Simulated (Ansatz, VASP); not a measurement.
**AlSn4: VASP beside Ansatz**

```
CELL_PARAMETERS angstrom
6.41783 0.00000 0.00000
-3.20891 5.55800 0.00000
0.00000 0.00000 5.40767
ATOMIC_POSITIONS crystal
Al 0.00000 0.00000 0.00000
Sn 0.50000 0.00000 0.50000
Sn 0.00000 0.50000 0.50000
Sn 0.50000 0.50000 0.50000
Sn 0.00000 0.00000 0.50000
```

Alike in both runs: functional PBE; k mesh 6 × 6 × 8; occupations gaussian, width 0.1 eV; no spin polarisation.

Ansatz relaxed the structure, and its values are those at the end. VASP's run is a single point on that final structure, the one shown.

|  | VASP | Ansatz |
| --- | --- | --- |
| version | VASP 6.6.1 | Ansatz 0.2.0 |
| potentials or method | VASP PAW PBE potentials, release 64 (Al, Sn_d), cutoff 520 eV | scalar-relativistic, plane waves, PAW |
| valence electrons in the cell | 59 | 59 |

|  | VASP | Ansatz | Ansatz less VASP |
| --- | --- | --- | --- |
| gap on the k mesh at the Fermi level (eV) | none | none | - |
| pressure (GPa) | 0.0 | 0.0 | +0.04 |

A gap of «none» marks a metal or a gap that the smearing closes.
